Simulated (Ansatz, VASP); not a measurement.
# MgS in VASP and in Ansatz

Contents of INCAR:

```
SYSTEM = MgS
PREC = Accurate
ENCUT = 600
EDIFF = 1E-6
ISMEAR = 0
SIGMA = 0.01
LREAL = .FALSE.
LASPH = .TRUE.
NELM = 120
ALGO = Normal
ISIF = 2
LWAVE = .FALSE.
LCHARG = .FALSE.
NBANDS = 11
GGA_COMPAT = .FALSE.
```

File KPOINTS:

```
Automatic mesh
0
G
  6 6 6
  0 0 0
```

The input POSCAR:

```
MgS
1.0
    0.0000000000      2.8248987398      2.7550644647
    2.8248987398      0.0000000000      2.7550644647
    2.8248987398      2.8248987398      0.0000000000
Mg S
1 1
Direct
    0.0000000000      0.0000000000      0.0000000000
    0.2500000000      0.2500000000      0.2500000000
```

Input for Ansatz:

```yaml
crystal:
  lattice:
    - [0.0, 2.8248987351, 2.7550644785]
    - [2.8248987351, 0.0, 2.7550644785]
    - [2.8248987351, 2.8248987351, 0.0]
  atoms:
    - { symbol: Mg, position: [0.0, 0.0, 0.0] }
    - { symbol: S, position: [0.25, 0.25, 0.25] }
basis:
  ecutwfc: 420
kpoints:
  mp_grid: { grid: [6, 6, 6] }
  band_path:
    path:
      - [0.0, 0.0, 0.0]
      - [0.0, 0.0, 0.0]
      - [0.0, 0.0, 0.0]
      - [0.0, 0.0, 0.0]
      - [0.0, 0.0, 0.0]
      - [0.0, 0.0, 0.0]
      - [0.0, 0.0, 0.0]
      - [0.0, 0.0, 0.0]
      - [0.0, 0.0, 0.0]
      - [0.0, 0.0, 0.0]
      - [0.0, 0.0, 0.0]
      - [0.0, 0.0, 0.0]
      - [0.0, 0.0, 0.0]
      - [0.0, 0.0, 0.0]
      - [0.0, 0.0, 0.0]
      - [0.0, 0.0, 0.0]
      - [0.0, 0.0, 0.0]
      - [0.0, 0.0, 0.0]
      - [0.0, 0.0, 0.0]
      - [0.0, 0.0, 0.0]
      - [0.0, 0.0, 0.0]
      - [0.0, 0.0, 0.0]
      - [0.0, 0.0, 0.0]
      - [0.0, 0.0, 0.0]
      - [0.0, 0.0, 0.0]
      - [0.0, 0.0, 0.0]
      - [0.3, 0.3, 0.0]
      - [0.3166666667, 0.3166666667, 0.0]
      - [0.3333333333, 0.3333333333, 0.0]
      - [0.35, 0.35, 0.0]
      - [0.3666666667, 0.3666666667, 0.0]
      - [0.3833333333, 0.3833333333, 0.0]
      - [0.4, 0.4, 0.0]
      - [0.4166666667, 0.4166666667, 0.0]
      - [0.4333333333, 0.4333333333, 0.0]
      - [0.45, 0.45, 0.0]
      - [0.4666666667, 0.4666666667, 0.0]
      - [0.4833333333, 0.4833333333, 0.0]
      - [0.5, 0.5, 0.0]
      - [0.0, 0.3, 0.3]
      - [0.0, 0.3166666667, 0.3166666667]
      - [0.0, 0.3333333333, 0.3333333333]
      - [0.0, 0.35, 0.35]
      - [0.0, 0.3666666667, 0.3666666667]
      - [0.0, 0.3833333333, 0.3833333333]
      - [0.0, 0.4, 0.4]
      - [0.0, 0.4166666667, 0.4166666667]
      - [0.0, 0.4333333333, 0.4333333333]
      - [0.0, 0.45, 0.45]
      - [0.0, 0.4666666667, 0.4666666667]
      - [0.0, 0.4833333333, 0.4833333333]
      - [0.0, 0.5, 0.5]
      - [0.5, 0.5, 0.5]
      - [0.5, 0.5, 0.5]
      - [0.5, 0.5, 0.5]
      - [0.5, 0.5, 0.5]
      - [0.5, 0.5, 0.5]
      - [0.5, 0.5, 0.5]
      - [0.5, 0.5, 0.5]
      - [0.5, 0.5, 0.5]
      - [0.5, 0.5, 0.5]
      - [0.5, 0.5, 0.5]
      - [0.5, 0.5, 0.5]
      - [0.5, 0.5, 0.5]
      - [0.5, 0.5, 0.5]
      - [0.0, 0.0, 0.5]
      - [0.0, 0.0, 0.5]
      - [0.0, 0.0, 0.5]
      - [0.0, 0.0, 0.5]
      - [0.0, 0.0, 0.5]
      - [0.0, 0.0, 0.5]
      - [0.0, 0.0, 0.5]
      - [0.0, 0.0, 0.5]
      - [0.0, 0.0, 0.5]
      - [0.0, 0.0, 0.5]
      - [0.0, 0.0, 0.5]
      - [0.0, 0.0, 0.5]
      - [0.0, 0.0, 0.5]
    npoints: 1
hamiltonian:
  xc: lda
  pseudopotentials: { kind: paw, azcp: { folder: soft_1 } }
scf:
  occupations: { method: fixed }
  n_extra_bands: 5
output:
  eigenvalues: true
```

Alike in both runs: task single point; functional LDA; k mesh 6 × 6 × 6; no spin polarisation.

```csv
,VASP,Ansatz
version,VASP 6.6.1,Ansatz 0.2.0
potentials or method,"VASP PAW LDA potentials, release 64 (Mg, S), cutoff 600 eV","scalar-relativistic, plane waves, PAW"
occupations,"gaussian, width 0.01 eV",fixed
valence electrons in the cell,8,16
```

```tsv
	VASP	Ansatz	Ansatz less VASP
gap on the k mesh at the Fermi level (eV)	3.31	3.30	-0.012
least direct gap on the mesh (eV)	3.31	3.30	-0.012
```

Ansatz warns that its potentials were made for another functional, while VASP's fit it. LDA's correlation is that of Perdew and Zunger in VASP and of Perdew and Wang (1992) in Ansatz. VASP's potentials hold 8 valence electrons a cell and Ansatz's 16, so a difference there can come from the potentials and not from the codes.
